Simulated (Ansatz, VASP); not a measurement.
**One calculation of Y, two programs**

```
Y
1.0
     3.64740    0.00000    0.00000
    -1.82370    3.15874    0.00000
     0.00000    0.00000    5.73060
Y
2
Direct
  0.33333 0.66667 0.25000
  0.66667 0.33333 0.75000
```

Alike in both runs: task relaxation of cell and atoms; functional LDA; k mesh 16 × 16 × 9; occupations fermi-dirac, width 0.05 eV; no spin polarisation.

|  | VASP | Ansatz |
| --- | --- | --- |
| version | VASP 6.6.1 | Ansatz 0.2.0 |
| potentials or method | VASP PAW LDA potentials, release 64 (Y_sv) | PAW with Ansatz's default frozen-core files, scalar-relativistic |
| plane-wave cutoff (eV) | 500 | 420 |
| valence electrons in the cell | 22 | 22 |

Ansatz gave:

```
relaxed volume (Å³/atom)                                                      : 29.95
relaxed length of the cell vector where the two differ most in proportion (Å) : 3.541
```

Task: What did VASP give for the same quantities?

Result: Relaxed volume (Å³/atom): 29.84; relaxed length of the cell vector where the two differ most in proportion (Å): 3.536.

LDA's correlation is that of Perdew and Zunger in VASP and of Perdew and Wang (1992) in Ansatz.
